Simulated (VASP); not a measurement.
# MgO (Fm-3m) in VASP: further runs

Runs on MgO. Level: PBE. Tasks: single point.

Everything below comes from runs of VASP 6.6.1. Logs are shortened: lines on timing, memory, paths and dates and some standing lists are left out, and cuts for length are marked.

**1. The cell of the first run**

The structure is cubic, space group Fm-3m (No. 225). The conventional cell has a = 4.211 Å, b = 4.211 Å, c = 4.211 Å, α = 90.00°, β = 90.00°, γ = 90.00°. Within 2.8 Å of Mg (site symmetry m-3m) lie 6 O at 2.11 Å. Within 2.8 Å of O (site symmetry m-3m) lie 6 Mg at 2.11 Å.

**2. Single point, PBE**

INCAR reads:

```
PREC     = Accurate       # precision mode
ENCUT    = 600            # plane-wave cutoff, eV
EDIFF    = 1E-6           # SCF threshold, eV
ISMEAR   = 0              # smearing method
SIGMA    = 0.01           # smearing width, eV
LREAL    = F              # projectors in reciprocal space
LASPH    = T              # aspherical terms in the spheres
NELM     = 120            # most SCF steps
ALGO     = Normal         # electronic algorithm
ISIF     = 2              # what is computed and relaxed
LWAVE    = F              # write WAVECAR
LCHARG   = F              # write CHGCAR
GGA      = PE             # functional
NBANDS   = 11             # bands
GGA_COMPAT= F
```

KPOINTS reads:

```
Automatic mesh
0
Gamma
  2 2 2
```

POSCAR reads:

```
MgO
1.0
    0.0000000000      2.1055000000      2.1055000000
    2.1055000000      0.0000000000      2.1055000000
    2.1055000000      2.1055000000      0.0000000000
Mg O
1 1
Direct
    0.0000000000      0.0000000000      0.0000000000
    0.5000000000      0.5000000000      0.5000000000
```

Potentials or basis: VASP PAW PBE potentials, release 64 (Mg, O).

Launch:

```bash
$ cat potpaw_PBE.64/Mg/POTCAR potpaw_PBE.64/O/POTCAR > POTCAR
$ mpirun -np 1 vasp_std > vasp.out
```

OUTCAR:

```text
PREC = Accurate
   ENCUT = 600
   EDIFF = 1E-6
   ISMEAR = 0
   LREAL = F
   LASPH = T
   NELM = 120
   ISIF = 2
   GGA = PE

 ion  position               nearest neighbor table
   1  0.000  0.000  0.000-   2 2.11   2 2.11   2 2.11   2 2.11   2 2.11   2 2.11
   2  0.500  0.500  0.500-   1 2.11   1 2.11   1 2.11   1 2.11   1 2.11   1 2.11

  LATTYP: Found a face centered cubic cell.
 ALAT       =     4.2110000000

  Lattice vectors:

 A1 = (   0.0000000000,   2.1055000000,   2.1055000000)
 A2 = (   2.1055000000,   0.0000000000,   2.1055000000)
 A3 = (   2.1055000000,   2.1055000000,   0.0000000000)

Analysis of symmetry for initial positions (statically):
=====================================================================
 Subroutine PRICEL returns:
 Original cell was already a primitive cell.

 Routine SETGRP: Setting up the symmetry group for a
 face centered cubic supercell.

 Subroutine GETGRP returns: Found 48 space group operations
 (whereof 48 operations were pure point group operations)
 out of a pool of 48 trial point group operations.

The static configuration has the point symmetry O_h .

Analysis of symmetry for dynamics (positions and initial velocities):
=====================================================================
 Subroutine PRICEL returns:
 Original cell was already a primitive cell.

 Routine SETGRP: Setting up the symmetry group for a
 face centered cubic supercell.

 Subroutine GETGRP returns: Found 48 space group operations
 (whereof 48 operations were pure point group operations)
 out of a pool of 48 trial point group operations.

The dynamic configuration has the point symmetry O_h .

 Subroutine INISYM returns: Found 48 space group operations
 (whereof 48 operations are pure point group operations),
 and found     1 'primitive' translations

----------------------------------------------------------------------------------------

                                     Primitive cell

  volume of cell :      18.6679

  direct lattice vectors                    reciprocal lattice vectors
     0.000000000  2.105500000  2.105500000    -0.237473284  0.237473284  0.237473284
     2.105500000  0.000000000  2.105500000     0.237473284 -0.237473284  0.237473284
     2.105500000  2.105500000  0.000000000     0.237473284  0.237473284 -0.237473284

  length of vectors
     2.977626656  2.977626656  2.977626656     0.411315794  0.411315794  0.411315794

  position of ions in fractional coordinates (direct lattice)
     0.000000000  0.000000000  0.000000000
     0.500000000  0.500000000  0.500000000

  ion indices of the primitive-cell ions
   primitive index   ion index
                 1           1
                 2           2

----------------------------------------------------------------------------------------

 KPOINTS: Automatic mesh

Automatic generation of k-mesh.
 Grid dimensions read from file:
 generate k-points for:    2    2    2

 Generating k-lattice:

  Cartesian coordinates                     Fractional coordinates (reciprocal lattice)
    -0.118736642  0.118736642  0.118736642     0.500000000  0.000000000  0.000000000
     0.118736642 -0.118736642  0.118736642     0.000000000  0.500000000  0.000000000
     0.118736642  0.118736642 -0.118736642     0.000000000  0.000000000  0.500000000

  Length of vectors
     0.205657897  0.205657897  0.205657897

  Shift w.r.t. Gamma in fractional coordinates (k-lattice)
     0.000000000  0.000000000  0.000000000

 Subroutine IBZKPT returns following result:
 ===========================================

 Found      3 irreducible k-points:

 Following reciprocal coordinates:
            Coordinates               Weight
  0.000000  0.000000  0.000000      1.000000
  0.500000  0.000000  0.000000      4.000000
  0.500000  0.500000  0.000000      3.000000
   k-points           NKPTS =      3   k-points in BZ     NKDIM =      3   number of bands    NBANDS=     11
   number of dos      NEDOS =    301   number of ions     NIONS =      2
   total plane-waves  NPLWV =  13824
   dimension x,y,z NGX =    24 NGY =   24 NGZ =   24
   dimension x,y,z NGXF=    48 NGYF=   48 NGZF=   48
   ions per type =               1   1
   NGX,Y,Z   is equivalent  to a cutoff of  13.40, 13.40, 13.40 a.u.
   NGXF,Y,Z  is equivalent  to a cutoff of  26.80, 26.80, 26.80 a.u.
 SYSTEM =  unknown system
   PREC   = accura    normal or accurate (medium, high low for compatibility)
   ISTART =      0    job   : 0-new  1-cont  2-samecut
   ICHARG =      2    charge: 1-file 2-atom 10-const
   ISPIN  =      1    spin polarized calculation?
   LNONCOLLINEAR =      F non collinear calculations
   LSORBIT =      F    spin-orbit coupling
   LASPH  =      T    aspherical Exc in radial PAW
   ENCUT  =  600.0 eV  44.10 Ry    6.64 a.u.   5.95  5.95  5.95*2*pi/ulx,y,z
   NELM   =    120;   NELMIN=  2; NELMDL= -5     # of ELM steps
   EDIFF  = 0.1E-05   stopping-criterion for ELM
   LREAL  =      F    real-space projection
   EDIFFG = 0.1E-04   stopping-criterion for IOM
   NSW    =      0    number of steps for IOM
   IBRION =     -1    ionic relax: 0-MD 1-quasi-New 2-CG
   NFREE  =      0    steps in history (QN), initial steepest desc. (CG)
   ISIF   =      2    stress and relaxation
   ISYM   =      2    0-nonsym 1-usesym 2-fastsym
   POTIM  = 0.5000    time-step for ionic-motion
   TEBEG  =    0.0;   TEEND  =   0.0 temperature during run
   PSTRESS=    0.0 pullay stress
   NELECT =       8.0000    total number of electrons
   NUPDOWN=      -1.0000    fix difference up-down
   EMIN   =  10.00;   EMAX   =-10.00  energy-range for DOS
   EFERMI =   0.00;   METHOD = LEGACY
   ISMEAR =     0;   SIGMA  =   0.01  broadening in eV -4-tet -1-fermi 0-gaus
   EFERMI_NEDOS =   21; number of points for ismear=-14 and -15
   IALGO  =     38    algorithm
   IMIX   =      4    mixing-type and parameters
     AMIX     =   0.40;   BMIX     =  1.00
     AMIX_MAG =   1.60;   BMIX_MAG =  1.00
  volume/ion in A,a.u.               =       9.33        62.99
  Fermi-wavevector in a.u.,A,eV,Ry     =   1.234259  2.332411 20.727046  1.523395
  Thomas-Fermi vector in A             =   2.368956
   LORBIT       =      0    0 simple, 1 ext, 2 COOP (PROOUT), +10 PAW based schemes
   GGA     = PE    functional components
   LHFCALC =     F    Hartree Fock is set to
   AEXX    =    0.0000 exact exchange contribution
   IVDW    =     0    specifies the selected vdW correction
   LEPSILON=     F    determine dielectric tensor
   LRPA    =     F    only Hartree local field effects (RPA)
 non-spin polarized calculation
 Gauss-broadening in eV      SIGMA  =   0.01
  energy-cutoff  :      600.00
  volume of cell :       18.67
 maximum number of plane-waves:       636
 NGX is ok and might be reduce to    24
   NGX = 11   NGY = 11   NGZ = 11

 number of electron       8.0000005 magnetization

 Free energy of the ion-electron system (eV)
  ---------------------------------------------------
  ext. energy  EPLUGINS =         0.00000000
  ---------------------------------------------------
  free energy    TOTEN  =       -11.03427545 eV

  energy without entropy =      -11.03427545  energy(sigma->0) =      -11.03427545

 E-fermi :   3.7700     XC(G=0): -10.9753

 val. band max:        3.6885176213   @ k =   0.0000   0.0000   0.0000
 cond. band min:       8.1732770684   @ k =   0.0000   0.0000   0.0000
 fundamental gap:      4.4847594472
 Fermi energy:         3.7700307565

 k-point     1 :       0.0000    0.0000    0.0000
  band No.  band energies     occupation
      1     -13.6445      2.00000
      2       3.6885      2.00000
      3       3.6885      2.00000
      4       3.6885      2.00000
      5       8.1733      0.00000
      6      19.0794      0.00000
      7      19.0794      0.00000
      8      19.0794      0.00000
      9      23.0870      0.00000
     10      24.7470      0.00000
     11      24.7470      0.00000

 k-point     2 :       0.5000    0.0000    0.0000
  band No.  band energies     occupation
      1     -12.3046      2.00000
      2      -1.1297      2.00000
      3       3.0053      2.00000
      4       3.0053      2.00000
      5      11.2678      0.00000
      6      16.2024      0.00000
      7      19.5627      0.00000
      8      19.5627      0.00000
      9      24.1435      0.00000
     10      25.8594      0.00000
     11      25.8594      0.00000

 k-point     3 :       0.5000    0.5000    0.0000
  band No.  band energies     occupation
      1     -12.0328      2.00000
      2      -0.5752      2.00000
      3       2.2718      2.00000
      4       2.2718      2.00000
      5      12.4331      0.00000
      6      13.2343      0.00000
      7      16.6929      0.00000
      8      22.3910      0.00000
      9      22.3910      0.00000
     10      28.6357      0.00000
     11      30.0832      0.00000

------------------------ aborting loop because EDIFF is reached ----------------------------------------

  FORCE on cell =-STRESS in cart. coord.  units (eV):
  Direction    XX          YY          ZZ          XY          YZ          ZX
  --------------------------------------------------------------------------------------
  -------------------------------------------------------------------------------------
  Total        0.9855529      0.9855529      0.9855529      0.0000000     -0.0000000      0.0000000
  in kB       84.5852817     84.5852817     84.5852817      0.0000000     -0.0000000      0.0000000
  external PRESSURE =      84.5852817 kB  Pullay stress =       0.0000000 kB

 VOLUME and BASIS-vectors are now :
 -----------------------------------------------------------------------------
  energy-cutoff  :      600.00
  volume of cell :       18.67
      direct lattice vectors                 reciprocal lattice vectors
     0.000000000  2.105500000  2.105500000    -0.237473284  0.237473284  0.237473284
     2.105500000  0.000000000  2.105500000     0.237473284 -0.237473284  0.237473284
     2.105500000  2.105500000  0.000000000     0.237473284  0.237473284 -0.237473284

 POSITION                                       TOTAL-FORCE (eV/Angst)
 -----------------------------------------------------------------------------------
      0.00000      0.00000      0.00000        -0.000000     -0.000000     -0.000000
      2.10550      2.10550      2.10550         0.000000      0.000000      0.000000
 -----------------------------------------------------------------------------------
    total drift:                               -0.000000     -0.000000      0.000000

  FREE ENERGIE OF THE ION-ELECTRON SYSTEM (eV)
  ---------------------------------------------------
  free  energy   TOTEN  =       -11.0342754505 eV

  energy  without entropy=      -11.0342754505  energy(sigma->0) =      -11.03427545
```

Run time: 3.3 s. Hardware: 1 thread of Intel Xeon 6975P-C (Granite Rapids), shared host; peak memory 0.13 GiB.

Results:

```yaml
Free_energy: -11.0343 eV
Pressure: 8.5 GPa
Band_gap_on_the_k_mesh: 4.48 eV, direct
```

Levels at points of the mesh, in eV from the valence-band top:
| k point | band 1 | band 2 | band 3 | band 4 | band 5 | band 6 | band 7 | band 8 | band 9 |
| --- | --- | --- | --- | --- | --- | --- | --- | --- | --- |
| (0.00, 0.00, 0.00) | -17.33 | 0.00 | 0.00 | 0.00 | 4.48 | 15.39 | 15.39 | 15.39 | 19.40 |
| (0.50, 0.00, 0.00) | -15.99 | -4.82 | -0.68 | -0.68 | 7.58 | 12.51 | 15.87 | 15.87 | 20.45 |
| (0.50, 0.50, 0.00) | -15.72 | -4.26 | -1.42 | -1.42 | 8.74 | 9.55 | 13.00 | 18.70 | 18.70 |

Caveat: the k points lie up to 1.29 Å⁻¹ apart.

(Continued in part 2 of 2.)
